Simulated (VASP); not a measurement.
# BeRe in VASP: notebook

The runs below take BeRe through single point, relaxation of cell and atoms, with PBE.

Program: VASP 6.6.1. These are calculated values, not measurements. Logs are shortened: lines on timing, memory, paths and dates and some standing lists are left out, and cuts for length are marked.

### Step 1. The cell of the first run

The typed cell holds 2 atoms: a = 2.830 Å, b = 2.830 Å, c = 2.833 Å, α = 90.00°, β = 90.00°, γ = 90.00°.

### Step 2. Single point, PBE

File INCAR:

```
SYSTEM = BeRe
  PREC = Accurate
  ENCUT = 520
  EDIFF = 1E-6
  ISMEAR = 0
  SIGMA = 0.1
  LREAL = .False.
  LASPH = .True.
  NELM = 60
  ALGO = Fast
  ISIF = 2
  LWAVE = .False.
  LCHARG = .False.
  GGA = PE
  NBANDS = 12
```

File KPOINTS:

```
regular mesh
0
Gamma
  6 6 6
  0 0 0
```

File POSCAR:

```
BeRe
1.0
    2.8300376866      0.0000000000      0.0000000000
    0.0000000000      2.8300376866      0.0000000000
    0.0000000000      0.0000000000      2.8334355405
Be Re
1 1
Direct
    0.5000000000      0.5000000000      0.5000000000
    0.0000000000      0.0000000000      0.0000000000
```

Potentials or basis: VASP PAW PBE potentials, release 64 (Be, Re).

On the command line:

```
cat potpaw_PBE.64/Be/POTCAR potpaw_PBE.64/Re/POTCAR > POTCAR
mpirun -np 1 vasp_std > vasp.out
```

OUTCAR:

```text
SYSTEM = BeRe
   PREC = Accurate
   ENCUT = 520
   EDIFF = 1E-6
   ISMEAR = 0
   LREAL = .False.
   LASPH = .True.
   NELM = 60
   ISIF = 2
   GGA = PE

 ion  position               nearest neighbor table
   1  0.500  0.500  0.500-   2 2.45   2 2.45   2 2.45   2 2.45   2 2.45   2 2.45   2 2.45   2 2.45

   2  0.000  0.000  0.000-   1 2.45   1 2.45   1 2.45   1 2.45   1 2.45   1 2.45   1 2.45   1 2.45

  LATTYP: Found a simple tetragonal cell.
 ALAT       =     2.8300376866
 C/A-ratio  =     1.0012006391

  Lattice vectors:

 A1 = (   2.8300376866,   0.0000000000,   0.0000000000)
 A2 = (   0.0000000000,   2.8300376866,   0.0000000000)
 A3 = (   0.0000000000,   0.0000000000,   2.8334355405)

Analysis of symmetry for initial positions (statically):
=====================================================================
 Subroutine PRICEL returns:
 Original cell was already a primitive cell.

 Routine SETGRP: Setting up the symmetry group for a
 simple tetragonal supercell.

 Subroutine GETGRP returns: Found 16 space group operations
 (whereof 16 operations were pure point group operations)
 out of a pool of 16 trial point group operations.

The static configuration has the point symmetry D_4h.

Analysis of symmetry for dynamics (positions and initial velocities):
=====================================================================
 Subroutine PRICEL returns:
 Original cell was already a primitive cell.

 Routine SETGRP: Setting up the symmetry group for a
 simple tetragonal supercell.

 Subroutine GETGRP returns: Found 16 space group operations
 (whereof 16 operations were pure point group operations)
 out of a pool of 16 trial point group operations.

The dynamic configuration has the point symmetry D_4h.

 Subroutine INISYM returns: Found 16 space group operations
 (whereof 16 operations are pure point group operations),
 and found     1 'primitive' translations

----------------------------------------------------------------------------------------

                                     Primitive cell

  volume of cell :      22.6933

  direct lattice vectors                    reciprocal lattice vectors
     2.830037687  0.000000000  0.000000000     0.353352185  0.000000000  0.000000000
     0.000000000  2.830037687  0.000000000     0.000000000  0.353352185  0.000000000
     0.000000000  0.000000000  2.833435541     0.000000000  0.000000000  0.352928445

  length of vectors
     2.830037687  2.830037687  2.833435541     0.353352185  0.353352185  0.352928445

  position of ions in fractional coordinates (direct lattice)
     0.500000000  0.500000000  0.500000000
     0.000000000  0.000000000  0.000000000

  ion indices of the primitive-cell ions
   primitive index   ion index
                 1           1
                 2           2

----------------------------------------------------------------------------------------

 KPOINTS: regular mesh

Automatic generation of k-mesh.
 Grid dimensions read from file:
 generate k-points for:    6    6    6

 Generating k-lattice:

  Cartesian coordinates                     Fractional coordinates (reciprocal lattice)
     0.058892031  0.000000000  0.000000000     0.166666667  0.000000000  0.000000000
     0.000000000  0.058892031  0.000000000     0.000000000  0.166666667  0.000000000
     0.000000000  0.000000000  0.058821408     0.000000000  0.000000000  0.166666667

  Length of vectors
     0.058892031  0.058892031  0.058821408

  Shift w.r.t. Gamma in fractional coordinates (k-lattice)
     0.000000000  0.000000000  0.000000000

 Subroutine IBZKPT returns following result:
 ===========================================

 Found     40 irreducible k-points:

 Following reciprocal coordinates:
            Coordinates               Weight
  0.000000  0.000000  0.000000      1.000000
  0.166667  0.000000  0.000000      4.000000
  0.333333  0.000000  0.000000      4.000000
  0.500000  0.000000  0.000000      2.000000
  0.166667  0.166667  0.000000      4.000000
  0.333333  0.166667  0.000000      8.000000
[... 16 lines left out ...]
  0.333333  0.000000  0.333333      8.000000
  0.500000  0.000000  0.333333      4.000000
 [... further k-points ...]
   k-points           NKPTS =     40   k-points in BZ     NKDIM =     40   number of bands    NBANDS=     12
   number of dos      NEDOS =    301   number of ions     NIONS =      2
   total plane-waves  NPLWV =  13824
   dimension x,y,z NGX =    24 NGY =   24 NGZ =   24
   dimension x,y,z NGXF=    48 NGYF=   48 NGZF=   48
   ions per type =               1   1
   NGX,Y,Z   is equivalent  to a cutoff of  14.10, 14.10, 14.08 a.u.
   NGXF,Y,Z  is equivalent  to a cutoff of  28.20, 28.20, 28.16 a.u.
 SYSTEM =  BeRe
   PREC   = accura    normal or accurate (medium, high low for compatibility)
   ISTART =      0    job   : 0-new  1-cont  2-samecut
   ICHARG =      2    charge: 1-file 2-atom 10-const
   ISPIN  =      1    spin polarized calculation?
   LNONCOLLINEAR =      F non collinear calculations
   LSORBIT =      F    spin-orbit coupling
   LASPH  =      T    aspherical Exc in radial PAW
   ENCUT  =  520.0 eV  38.22 Ry    6.18 a.u.   5.26  5.26  5.27*2*pi/ulx,y,z
   NELM   =     60;   NELMIN=  2; NELMDL= -5     # of ELM steps
   EDIFF  = 0.1E-05   stopping-criterion for ELM
   LREAL  =      F    real-space projection
   EDIFFG = 0.1E-04   stopping-criterion for IOM
   NSW    =      0    number of steps for IOM
   IBRION =     -1    ionic relax: 0-MD 1-quasi-New 2-CG
   NFREE  =      0    steps in history (QN), initial steepest desc. (CG)
   ISIF   =      2    stress and relaxation
   ISYM   =      2    0-nonsym 1-usesym 2-fastsym
   POTIM  = 0.5000    time-step for ionic-motion
   TEBEG  =    0.0;   TEEND  =   0.0 temperature during run
   PSTRESS=    0.0 pullay stress
   NELECT =       9.0000    total number of electrons
   NUPDOWN=      -1.0000    fix difference up-down
   EMIN   =  10.00;   EMAX   =-10.00  energy-range for DOS
   EFERMI =   0.00;   METHOD = LEGACY
   ISMEAR =     0;   SIGMA  =   0.10  broadening in eV -4-tet -1-fermi 0-gaus
   EFERMI_NEDOS =   21; number of points for ismear=-14 and -15
   IALGO  =     68    algorithm
   IMIX   =      4    mixing-type and parameters
     AMIX     =   0.40;   BMIX     =  1.00
     AMIX_MAG =   1.60;   BMIX_MAG =  1.00
  volume/ion in A,a.u.               =      11.35        76.57
  Fermi-wavevector in a.u.,A,eV,Ry     =   1.202790  2.272943 19.683594  1.446703
  Thomas-Fermi vector in A             =   2.338561
   LORBIT       =      0    0 simple, 1 ext, 2 COOP (PROOUT), +10 PAW based schemes
   GGA     = PE    functional components
   LHFCALC =     F    Hartree Fock is set to
   AEXX    =    0.0000 exact exchange contribution
   IVDW    =     0    specifies the selected vdW correction
   LEPSILON=     F    determine dielectric tensor
   LRPA    =     F    only Hartree local field effects (RPA)
 non-spin polarized calculation
 RMM-DIIS sequential band-by-band and
 Gauss-broadening in eV      SIGMA  =   0.10
  energy-cutoff  :      520.00
  volume of cell :       22.69
 maximum number of plane-waves:       627
 NGX is ok and might be reduce to    24
   NGX = 11   NGY = 11   NGZ = 11

 number of electron       9.0000001 magnetization

 Free energy of the ion-electron system (eV)
  ---------------------------------------------------
  ext. energy  EPLUGINS =         0.00000000
  ---------------------------------------------------
  free energy    TOTEN  =       -15.82334652 eV

  energy without entropy =      -15.81959532  energy(sigma->0) =      -15.82147092

 E-fermi :   7.5084     XC(G=0): -12.6253

 val. band max:        7.2784491866   @ k =   0.1667   0.1667   0.1667
 cond. band min:       7.5787858254   @ k =   0.3333   0.3333   0.0000
 fundamental gap:      0.3003366388
 Fermi energy:         7.5084069587

 k-point     1 :       0.0000    0.0000    0.0000
  band No.  band energies     occupation
      1      -2.8538      2.00000
      2       3.0716      2.00000
      3       3.0741      2.00000
      4       9.2608      0.00000
      5       9.2608      0.00000
      6       9.2722      0.00000
      7      13.0319      0.00000
      8      13.0660      0.00000
      9      13.0660      0.00000
     10      24.0938      0.00000
     11      24.2301      0.00000
     12      24.2378      0.00000

 k-point     2 :       0.1667    0.0000    0.0000
  band No.  band energies     occupation
      1      -2.2549      2.00000
      2       3.2715      2.00000
      3       3.4152      2.00000
      4       7.9799      0.00000
      5       7.9973      0.00000
      6       9.3434      0.00000
      7      12.0515      0.00000
      8      14.7120      0.00000
      9      14.7388      0.00000
     10      21.8558      0.00000
     11      23.8013      0.00000
     12      26.2721      0.00000

 k-point     3 :       0.3333    0.0000    0.0000
  band No.  band energies     occupation
      1      -0.8556      2.00000
      2       3.6795      2.00000
      3       3.7072      2.00000
      4       6.4554      2.00000
      5       6.4758      2.00000
      6       9.5138      0.00000
      7      11.3218      0.00000
      8      17.5550      0.00000
      9      17.5747      0.00000
     10      19.0483      0.00000
     11      23.2246      0.00000
     12      25.3565      0.00000
[... 286 lines left out ...]
 k-point    23 :       0.3333    0.0000    0.3333
  band No.  band energies     occupation
      1       1.0043      2.00000
      2       2.7801      2.00000
      3       5.2698      2.00000
      4       5.8649      2.00000
      5       7.0286      2.00000
      6       7.5930      0.23167
      7      11.5531      0.00000
      8      15.7044      0.00000
      9      17.4559      0.00000
     10      18.3987      0.00000
     11      24.0555      0.00000
     12      25.8715      0.00000

 k-point    24 :       0.5000    0.0000    0.3333
  band No.  band energies     occupation
      1       1.5166      2.00000
      2       2.5865      2.00000
      3       5.6426      2.00000
      4       6.1153      2.00000
      5       6.7582      2.00000
      6       7.6322      0.07993
      7      11.4885      0.00000
      8      15.9355      0.00000
      9      16.9512      0.00000
     10      17.8623      0.00000
     11      22.4599      0.00000
     12      25.8736      0.00000

 [... further k-points ...]
[... 5 lines left out ...]
  --------------------------------------------------------------------------------------
  -------------------------------------------------------------------------------------
  Total        0.0566621      0.0566621      0.0358983      0.0000000      0.0000000     -0.0000000
  in kB        4.0004191      4.0004191      2.5344673      0.0000000      0.0000000     -0.0000000
  external PRESSURE =       3.5117685 kB  Pullay stress =       0.0000000 kB

 VOLUME and BASIS-vectors are now :
 -----------------------------------------------------------------------------
  energy-cutoff  :      520.00
  volume of cell :       22.69
      direct lattice vectors                 reciprocal lattice vectors
     2.830037687  0.000000000  0.000000000     0.353352185  0.000000000  0.000000000
     0.000000000  2.830037687  0.000000000     0.000000000  0.353352185  0.000000000
     0.000000000  0.000000000  2.833435541     0.000000000  0.000000000  0.352928445

 POSITION                                       TOTAL-FORCE (eV/Angst)
 -----------------------------------------------------------------------------------
      1.41502      1.41502      1.41672         0.000000      0.000000      0.000000
      0.00000      0.00000      0.00000         0.000000      0.000000      0.000000
 -----------------------------------------------------------------------------------
    total drift:                               -0.000000      0.000000      0.000000

  FREE ENERGIE OF THE ION-ELECTRON SYSTEM (eV)
  ---------------------------------------------------
  free  energy   TOTEN  =       -15.8233465182 eV

  energy  without entropy=      -15.8195953218  energy(sigma->0) =      -15.82147092
```

Wall time 17 s (1 thread of Oxide Virtual Turin-like, shared host); peak memory 0.11 GiB.

What came out:

```
Free energy : -15.8233 eV
Pressure    : 0.4 GPa
```

Stress tensor (GPa, compression positive):
```
0.40 0.00 0.00
0.00 0.40 0.00
0.00 0.00 0.25
```

Levels at points of the mesh, in eV from the Fermi level:
| k point | band 3 | band 4 | band 5 | band 6 | band 7 | band 8 |
| --- | --- | --- | --- | --- | --- | --- |
| (0.00, 0.00, 0.00) | -4.43 | 1.75 | 1.75 | 1.76 | 5.52 | 5.56 |
| (0.50, 0.00, 0.00) | -3.56 | -1.63 | -1.60 | 2.09 | 4.32 | 10.44 |
| (0.50, 0.50, 0.00) | -1.38 | -1.38 | -0.40 | -0.40 | 3.85 | 7.87 |
| (0.00, 0.00, 0.50) | -3.57 | -1.60 | -1.60 | 2.10 | 4.29 | 10.45 |
| (0.50, 0.00, 0.50) | -1.39 | -1.38 | -0.39 | -0.38 | 3.84 | 7.84 |
| (0.50, 0.50, 0.50) | -5.78 | 4.01 | 4.03 | 4.28 | 6.52 | 6.52 |

Caveat: the k points lie up to 0.37 Å⁻¹ apart; spin-orbit coupling is left out, which moves the levels of the heavy elements.

### Step 3. Single point, PBE

File INCAR:

```
SYSTEM = BeRe
PREC = Accurate
ENCUT = 520
EDIFF = 1E-6
ISMEAR = 0
SIGMA = 0.1
LREAL = .FALSE.
LASPH = .TRUE.
NELM = 100
ALGO = Normal
ISIF = 2
LWAVE = .FALSE.
LCHARG = .FALSE.
GGA = PE
NBANDS = 12
```

File KPOINTS:

```
Automatic mesh
0
G
  20 20 20
  0 0 0
```

File POSCAR:

```
BeRe
1.0
    2.8324654301      0.0000000000      0.0000000000
    0.0000000000      2.8324654301      0.0000000000
    0.0000000000      0.0000000000      2.8324654301
Be Re
1 1
Direct
    0.5000000000      0.5000000000      0.5000000000
    0.0000000000      0.0000000000      0.0000000000
```

Potentials or basis: VASP PAW PBE potentials, release 64 (Be, Re).

On the command line:

```
cat potpaw_PBE.64/Be/POTCAR potpaw_PBE.64/Re/POTCAR > POTCAR
mpirun -np 1 vasp_std > vasp.out
```

Wall time 62 s (1 thread of Oxide Virtual Turin-like, shared host); peak memory 0.18 GiB.

Results (log left out):

| Property | Result |
| --- | --- |
| Free energy | -15.8621 eV |
| Pressure | 0.3 GPa |

Levels at points of the mesh, in eV from the Fermi level:
| k point | band 1 | band 2 | band 3 | band 4 | band 5 | band 6 | band 7 | band 8 | band 9 | band 10 |
| --- | --- | --- | --- | --- | --- | --- | --- | --- | --- | --- |
| (0.00, 0.00, 0.00) | -10.15 | -4.19 | -4.19 | 1.98 | 1.98 | 1.98 | 5.73 | 5.73 | 5.73 | 16.76 |
| (0.50, 0.00, 0.00) | -7.18 | -4.03 | -3.32 | -1.39 | -1.39 | 2.32 | 4.53 | 10.65 | 12.51 | 12.51 |
| (0.50, 0.50, 0.00) | -6.23 | -3.58 | -1.19 | -1.19 | -0.17 | -0.17 | 4.07 | 8.06 | 8.70 | 10.54 |
| (0.50, 0.50, 0.50) | -5.57 | -5.57 | -5.57 | 4.25 | 4.25 | 4.46 | 6.73 | 6.73 | 6.73 | 11.37 |

Caveat: spin-orbit coupling is left out, which moves the levels of the heavy elements.

### Step 4. Relaxation of cell and atoms, PBE

File INCAR:

```
SYSTEM = BeRe
  ALGO = Fast
  EDIFF = 1E-6
  EDIFFG = -0.01
  ENCUT = 600
  GGA = PE
  IBRION = 2
  ISIF = 3
  ISMEAR = 0
  LASPH = .True.
  LCHARG = .False.
  LREAL = .False.
  LWAVE = .False.
  NELM = 80
  NSW = 100
  PREC = Accurate
  SIGMA = 0.1
```

File KPOINTS:

```
k-points
0
Gamma
  20 20 20
  0 0 0
```

File POSCAR:

```
BeRe
1.0
    2.8311703046      0.0000000000      0.0000000000
    0.0000000000      2.8311703046      0.0000000000
    0.0000000000      0.0000000000      2.8311703046
Be Re
1 1
Direct
    0.5000000000      0.5000000000      0.5000000000
    0.0000000000      0.0000000000      0.0000000000
```

On the command line:

```
cat potpaw_PBE.64/Be/POTCAR potpaw_PBE.64/Re/POTCAR > POTCAR
mpirun -np 1 vasp_std > vasp.out
```

It took 2.7 min on 1 thread of Oxide Virtual Turin-like, shared host; peak memory 0.19 GiB.

The run converged. Its results:

| Quantity | Value |
| --- | --- |
| Free energy | -15.8630 eV |
| Relaxed volume | 11.38 Å³/atom |
| Relaxed cell | a = 2.834 Å, b = 2.834 Å, c = 2.834 Å, α = 90.00°, β = 90.00°, γ = 90.00° |
| Space group after relaxing (to 0.05 Å) | Pm-3m (No. 221) |
| Energy gained by relaxing | 0.1 meV/atom |
| Ionic steps | 3 |
| Pressure after relaxing | 0.0 GPa |

Step by step:
```csv
step,energy change (eV),largest force (eV/Å),pressure (GPa),volume (Å³)
1,0.0000,0.0000,0.70,22.69
2,0.0002,0.0000,-1.08,22.86
3,-0.0001,0.0000,0.02,22.76
```

Final structure:
```
CELL_PARAMETERS angstrom
2.83380 0.00000 0.00000
0.00000 2.83380 0.00000
0.00000 0.00000 2.83380
ATOMIC_POSITIONS crystal
Be 0.50000 0.50000 0.50000
Re 0.00000 0.00000 0.00000
```

Levels at points of the mesh, in eV from the Fermi level:
| k point | band 1 | band 2 | band 3 | band 4 | band 5 | band 6 | band 7 | band 8 |
| --- | --- | --- | --- | --- | --- | --- | --- | --- |
| (0.00, 0.00, 0.00) | -10.14 | -4.19 | -4.19 | 1.97 | 1.97 | 1.97 | 5.72 | 5.72 |
| (0.50, 0.00, 0.00) | -7.18 | -4.03 | -3.31 | -1.39 | -1.39 | 2.31 | 4.52 | 10.64 |
| (0.50, 0.50, 0.00) | -6.22 | -3.57 | -1.19 | -1.19 | -0.17 | -0.17 | 4.06 | 8.69 |
| (0.50, 0.50, 0.50) | -5.56 | -5.56 | -5.56 | 4.24 | 4.24 | 4.45 | 6.72 | 6.72 |

Caveat: spin-orbit coupling is left out, which moves the levels of the heavy elements.

### Step 5. Summary

```csv
task,cell,k mesh,cutoff (eV),gap on the mesh (eV),pressure (GPa)
single point,"a = 2.830, b = 2.830, c = 2.833 Å, 2 atoms",6 × 6 × 6,520,none,0.4
single point,"a = 2.832 Å, 2 atoms",20 × 20 × 20,520,none,0.3
relaxation of cell and atoms,"relaxed from a = 2.831 Å, 2 atoms",20 × 20 × 20,600,none,0.0
```

Alike in all rows: level PBE; potentials or basis VASP PAW PBE potentials, release 64 (Be, Re); no spin polarisation; smearing gaussian 0.1 eV.

Caveats: some runs use coarse meshes; spin-orbit coupling is left out, which moves the levels of the heavy elements.

Absolute energies hang on the potentials; compare differences alone.
